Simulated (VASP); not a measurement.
# KF (P-3m1) in VASP: single point with PBE

Aim: the single point of KF with PBE.

Program: VASP 6.6.1. These are calculated values, not measurements. Logs are shortened: lines on timing, memory, paths and dates and some standing lists are left out, and cuts for length are marked.

## Step 1: The cell of the first run

It takes space group P-3m1 (No. 164, trigonal). The conventional cell has a = 3.793 Å, b = 3.793 Å, c = 15.986 Å, α = 90.00°, β = 90.00°, γ = 120.00°. K (site symmetry 3m) has 6 F at 2.73 Å within 3.6 Å. Within 3.6 Å of K (site symmetry 3m) lie 6 F at 2.70 Å. K (site symmetry -3m) has 6 F at 2.70 Å within 3.6 Å. Within 3.6 Å of F (site symmetry 3m) lie 6 K at 2.70 to 2.73 Å and 1 F at 3.25 Å. F (site symmetry 3m) has 6 K at 2.70 Å within 3.6 Å. F (site symmetry -3m) has 6 K at 2.73 Å and 2 F at 3.25 Å within 3.6 Å.

## Step 2: Single point, PBE

File INCAR:

```
SYSTEM = KF
PREC     = Accurate       ! precision mode
ENCUT    = 520            ! plane-wave cutoff, eV
EDIFF    = 1E-6           ! SCF threshold, eV
ISMEAR   = 0              ! smearing method
SIGMA    = 0.02           ! smearing width, eV
LREAL    = .FALSE.        ! projectors in reciprocal space
LASPH    = .TRUE.         ! aspherical terms in the spheres
NELM     = 100            ! most SCF steps
ALGO     = Normal         ! electronic algorithm
ISIF     = 2              ! what is computed and relaxed
LWAVE    = .FALSE.        ! write WAVECAR
LCHARG   = .FALSE.        ! write CHGCAR
GGA      = PE             ! functional
NBANDS   = 51             ! bands
```

File KPOINTS:

```
regular mesh
0
G
  9 9 3
  0 0 0
```

File POSCAR:

```
KF
1.0
    3.7925184488      0.0000000000      0.0000000000
   -1.8962592244      3.2844173210      0.0000000000
    0.0000000000      0.0000000000     15.9862300165
K F
5 5
Direct
    0.0000000000      0.0000000000      0.0018813280
    0.3333333333      0.6666666667      0.2025029532
    0.6666666667      0.3333333333      0.4000000000
    0.0000000000      0.0000000000      0.5974970468
    0.3333333333      0.6666666667      0.7981186720
    0.6666666667      0.3333333333      0.1035431975
    0.0000000000      0.0000000000      0.3012500618
    0.3333333333      0.6666666667      0.4987499382
    0.6666666667      0.3333333333      0.6964568025
    0.6666666667      0.3333333333      0.9000000000
```

Potentials or basis: VASP PAW PBE potentials, release 64 (K_sv, F).

Run with:

```
cat potpaw_PBE.64/K_sv/POTCAR potpaw_PBE.64/F/POTCAR > POTCAR
mpirun -np 1 vasp_std > vasp.out
```

OUTCAR:

```text
SYSTEM = KF
   PREC = Accurate
   ENCUT = 520
   EDIFF = 1E-6
   ISMEAR = 0
   LREAL = .FALSE.
   LASPH = .TRUE.
   NELM = 100
   ISIF = 2
   GGA = PE

 ion  position               nearest neighbor table
   1  0.000  0.000  0.002-   6 2.73   6 2.73   6 2.73  10 2.73  10 2.73  10 2.73
   2  0.333  0.667  0.203-   7 2.70   7 2.70   7 2.70   6 2.70   6 2.70   6 2.70
   3  0.667  0.333  0.400-   8 2.70   7 2.70   8 2.70   7 2.70   7 2.70   8 2.70
   4  0.000  0.000  0.597-   8 2.70   8 2.70   8 2.70   9 2.70   9 2.70   9 2.70
   5  0.333  0.667  0.798-   9 2.73   9 2.73   9 2.73  10 2.73  10 2.73  10 2.73
   6  0.667  0.333  0.104-   2 2.70   2 2.70   2 2.70   1 2.73   1 2.73   1 2.73
   7  0.000  0.000  0.301-   2 2.70   2 2.70   2 2.70   3 2.70   3 2.70   3 2.70
   8  0.333  0.667  0.499-   4 2.70   4 2.70   4 2.70   3 2.70   3 2.70   3 2.70
   9  0.667  0.333  0.696-   4 2.70   4 2.70   4 2.70   5 2.73   5 2.73   5 2.73
  10  0.667  0.333  0.900-   5 2.73   1 2.73   5 2.73   1 2.73   1 2.73   5 2.73

  LATTYP: Found a hexagonal cell.
 ALAT       =     3.7925184488
 C/A-ratio  =     4.2152016483

  Lattice vectors:

 A1 = (   3.7925184488,   0.0000000000,   0.0000000000)
 A2 = (  -1.8962592244,   3.2844173210,   0.0000000000)
 A3 = (   0.0000000000,   0.0000000000,  15.9862300165)

Analysis of symmetry for initial positions (statically):
=====================================================================
 Subroutine PRICEL returns:
 Original cell was already a primitive cell.

 Routine SETGRP: Setting up the symmetry group for a
 hexagonal supercell.

 Subroutine GETGRP returns: Found 12 space group operations
 (whereof  6 operations were pure point group operations)
 out of a pool of 24 trial point group operations.

The static configuration has the point symmetry C_3v.
 The point group associated with its full space group is D_3d.

Analysis of symmetry for dynamics (positions and initial velocities):
=====================================================================
 Subroutine PRICEL returns:
 Original cell was already a primitive cell.

 Routine SETGRP: Setting up the symmetry group for a
 hexagonal supercell.

 Subroutine GETGRP returns: Found 12 space group operations
 (whereof  6 operations were pure point group operations)
 out of a pool of 24 trial point group operations.

The dynamic configuration has the point symmetry C_3v.
 The point group associated with its full space group is D_3d.

 Subroutine INISYM returns: Found 12 space group operations
 (whereof  6 operations are pure point group operations),
 and found     1 'primitive' translations

----------------------------------------------------------------------------------------

                                     Primitive cell

  volume of cell :     199.1279

  direct lattice vectors                    reciprocal lattice vectors
     3.792518449  0.000000000  0.000000000     0.263677030  0.152234004  0.000000000
    -1.896259224  3.284417321  0.000000000     0.000000000  0.304468008  0.000000000
     0.000000000  0.000000000 15.986230017     0.000000000  0.000000000  0.062553835

  length of vectors
     3.792518449  3.792518449 15.986230017     0.304468008  0.304468008  0.062553835

  position of ions in fractional coordinates (direct lattice)
     0.000000000  0.000000000  0.001881328
     0.333333333  0.666666667  0.202502953
     0.666666667  0.333333333  0.400000000
     0.000000000  0.000000000  0.597497047
     0.333333333  0.666666667  0.798118672
     0.666666667  0.333333333  0.103543198
     0.000000000  0.000000000  0.301250062
     0.333333333  0.666666667  0.498749938
     0.666666667  0.333333333  0.696456803
     0.666666667  0.333333333  0.900000000

  ion indices of the primitive-cell ions
   primitive index   ion index
                 1           1
                 2           2
                 3           3
                 4           4
                 5           5
                 6           6
                 7           7
                 8           8
                 9           9
                10          10

----------------------------------------------------------------------------------------

 KPOINTS: regular mesh

Automatic generation of k-mesh.
 Grid dimensions read from file:
 generate k-points for:    9    9    3

 Generating k-lattice:

  Cartesian coordinates                     Fractional coordinates (reciprocal lattice)
     0.029297448  0.016914889  0.000000000     0.111111111 -0.000000000  0.000000000
     0.000000000  0.033829779  0.000000000     0.000000000  0.111111111  0.000000000
     0.000000000  0.000000000  0.020851278     0.000000000  0.000000000  0.333333333

  Length of vectors
     0.033829779  0.033829779  0.020851278

  Shift w.r.t. Gamma in fractional coordinates (k-lattice)
     0.000000000  0.000000000  0.000000000

 Subroutine IBZKPT returns following result:
 ===========================================

 Found     31 irreducible k-points:

 Following reciprocal coordinates:
            Coordinates               Weight
  0.000000  0.000000  0.000000      1.000000
  0.111111  0.000000  0.000000      6.000000
  0.222222  0.000000  0.000000      6.000000
  0.333333  0.000000  0.000000      6.000000
  0.444444  0.000000  0.000000      6.000000
  0.111111  0.111111  0.000000      6.000000
[... 16 lines left out ...]
  0.222222  0.111111  0.333333     12.000000
 -0.111111  0.333333  0.333333     12.000000
 [... further k-points ...]
   k-points           NKPTS =     31   k-points in BZ     NKDIM =     31   number of bands    NBANDS=     51
   number of dos      NEDOS =    301   number of ions     NIONS =     10
   total plane-waves  NPLWV =  94080
   dimension x,y,z NGX =    28 NGY =   28 NGZ =  120
   dimension x,y,z NGXF=    56 NGYF=   56 NGZF=  240
   ions per type =               5   5
   NGX,Y,Z   is equivalent  to a cutoff of  12.27, 12.27, 12.48 a.u.
   NGXF,Y,Z  is equivalent  to a cutoff of  24.55, 24.55, 24.96 a.u.
 SYSTEM =  KF
   PREC   = accura    normal or accurate (medium, high low for compatibility)
   ISTART =      0    job   : 0-new  1-cont  2-samecut
   ICHARG =      2    charge: 1-file 2-atom 10-const
   ISPIN  =      1    spin polarized calculation?
   LNONCOLLINEAR =      F non collinear calculations
   LSORBIT =      F    spin-orbit coupling
   LASPH  =      T    aspherical Exc in radial PAW
   ENCUT  =  520.0 eV  38.22 Ry    6.18 a.u.   7.05  7.05 29.72*2*pi/ulx,y,z
   NELM   =    100;   NELMIN=  2; NELMDL= -5     # of ELM steps
   EDIFF  = 0.1E-05   stopping-criterion for ELM
   LREAL  =      F    real-space projection
   EDIFFG = 0.1E-04   stopping-criterion for IOM
   NSW    =      0    number of steps for IOM
   IBRION =     -1    ionic relax: 0-MD 1-quasi-New 2-CG
   NFREE  =      0    steps in history (QN), initial steepest desc. (CG)
   ISIF   =      2    stress and relaxation
   ISYM   =      2    0-nonsym 1-usesym 2-fastsym
   POTIM  = 0.5000    time-step for ionic-motion
   TEBEG  =    0.0;   TEEND  =   0.0 temperature during run
   PSTRESS=    0.0 pullay stress
   NELECT =      80.0000    total number of electrons
   NUPDOWN=      -1.0000    fix difference up-down
   EMIN   =  10.00;   EMAX   =-10.00  energy-range for DOS
   EFERMI =   0.00;   METHOD = LEGACY
   ISMEAR =     0;   SIGMA  =   0.02  broadening in eV -4-tet -1-fermi 0-gaus
   EFERMI_NEDOS =   21; number of points for ismear=-14 and -15
   IALGO  =     38    algorithm
   IMIX   =      4    mixing-type and parameters
     AMIX     =   0.40;   BMIX     =  1.00
     AMIX_MAG =   1.60;   BMIX_MAG =  1.00
  volume/ion in A,a.u.               =      19.91       134.38
  Fermi-wavevector in a.u.,A,eV,Ry     =   1.207983  2.282757 19.853931  1.459223
  Thomas-Fermi vector in A             =   2.343604
   LORBIT       =      0    0 simple, 1 ext, 2 COOP (PROOUT), +10 PAW based schemes
   GGA     = PE    functional components
   LHFCALC =     F    Hartree Fock is set to
   AEXX    =    0.0000 exact exchange contribution
   IVDW    =     0    specifies the selected vdW correction
   LEPSILON=     F    determine dielectric tensor
   LRPA    =     F    only Hartree local field effects (RPA)
 non-spin polarized calculation
 Gauss-broadening in eV      SIGMA  =   0.02
  energy-cutoff  :      520.00
  volume of cell :      199.13
 maximum number of plane-waves:      5387
   NGX = 15   NGY = 15   NGZ = 59

 number of electron      79.9999974 magnetization

 Free energy of the ion-electron system (eV)
  ---------------------------------------------------
  ext. energy  EPLUGINS =         0.00000000
  ---------------------------------------------------
  free energy    TOTEN  =       -41.35319475 eV

  energy without entropy =      -41.35319475  energy(sigma->0) =      -41.35319475

 E-fermi :  -2.6884     XC(G=0):  -8.2118

 val. band max:       -2.7678039933   @ k =   0.0000   0.0000   0.0000
 cond. band min:       2.9513710213   @ k =   0.0000   0.0000   0.0000
 fundamental gap:      5.7191750146
 Fermi energy:        -2.6884155699

 k-point     1 :       0.0000    0.0000    0.0000
  band No.  band energies     occupation
      1     -29.3011      2.00000
      2     -29.2712      2.00000
      3     -29.0822      2.00000
      4     -29.0548      2.00000
      5     -29.0274      2.00000
      6     -21.5750      2.00000
[... 43 lines left out ...]
     50       7.4787      0.00000
     51       7.8534      0.00000

 k-point     2 :       0.1111    0.0000    0.0000
  band No.  band energies     occupation
      1     -29.2941      2.00000
      2     -29.2661      2.00000
      3     -29.0743      2.00000
      4     -29.0488      2.00000
      5     -29.0231      2.00000
      6     -21.5696      2.00000
[... 1180 lines left out ...]
 k-point    24 :      -0.1111    0.3333    0.3333
  band No.  band energies     occupation
      1     -29.2620      2.00000
      2     -29.2440      2.00000
      3     -29.0377      2.00000
      4     -29.0218      2.00000
      5     -29.0048      2.00000
      6     -21.5523      2.00000
[... 43 lines left out ...]
     50       7.5130      0.00000
     51       7.7587      0.00000

 [... further k-points ...]

------------------------ aborting loop because EDIFF is reached ----------------------------------------

  FORCE on cell =-STRESS in cart. coord.  units (eV):
  Direction    XX          YY          ZZ          XY          YZ          ZX
  --------------------------------------------------------------------------------------
  -------------------------------------------------------------------------------------
  Total       -0.0202813     -0.0202813      0.0177944      0.0000000      0.0000000      0.0000000
  in kB       -0.1631827     -0.1631827      0.1431734      0.0000000      0.0000000      0.0000000
  external PRESSURE =      -0.0610640 kB  Pullay stress =       0.0000000 kB

 VOLUME and BASIS-vectors are now :
 -----------------------------------------------------------------------------
  energy-cutoff  :      520.00
  volume of cell :      199.13
      direct lattice vectors                 reciprocal lattice vectors
     3.792518449  0.000000000  0.000000000     0.263677030  0.152234004  0.000000000
    -1.896259224  3.284417321  0.000000000     0.000000000  0.304468008  0.000000000
     0.000000000  0.000000000 15.986230017     0.000000000  0.000000000  0.062553835

 POSITION                                       TOTAL-FORCE (eV/Angst)
 -----------------------------------------------------------------------------------
      0.00000      0.00000      0.03008         0.000000     -0.000000     -0.002182
     -0.00000      2.18961      3.23726         0.000000     -0.000000     -0.001830
      1.89626      1.09481      6.39449         0.000000     -0.000000     -0.000000
      0.00000      0.00000      9.55173        -0.000000      0.000000      0.001830
     -0.00000      2.18961     12.75891        -0.000000      0.000000      0.002182
      1.89626      1.09481      1.65527         0.000000     -0.000000     -0.000115
      0.00000      0.00000      4.81585         0.000000      0.000000      0.000704
     -0.00000      2.18961      7.97313        -0.000000      0.000000     -0.000704
      1.89626      1.09481     11.13372        -0.000000      0.000000      0.000115
      1.89626      1.09481     14.38761        -0.000000      0.000000     -0.000000
 -----------------------------------------------------------------------------------
    total drift:                               -0.000001      0.000001      0.000019

  FREE ENERGIE OF THE ION-ELECTRON SYSTEM (eV)
  ---------------------------------------------------
  free  energy   TOTEN  =       -41.3531947470 eV

  energy  without entropy=      -41.3531947470  energy(sigma->0) =      -41.35319475
```

It took 5.6 min on 1 thread of Oxide Virtual Turin-like, shared host; peak memory 0.38 GiB.

What came out:

| Property | Result |
| --- | --- |
| Free energy | -41.3532 eV |
| Pressure | 0.0 GPa |
| Band gap on the k mesh | 5.72 eV, direct |

Forces on the atoms (eV/Å):
```
K    0.000  0.000 -0.002
K    0.000  0.000 -0.002
K    0.000  0.000  0.000
K    0.000  0.000  0.002
K    0.000  0.000  0.002
F    0.000  0.000  0.000
F    0.000  0.000  0.001
F    0.000  0.000 -0.001
F    0.000  0.000  0.000
F    0.000  0.000  0.000
```

A k mesh can miss the band edges. PBE gaps usually lie below the measured ones, often by a third to a half.
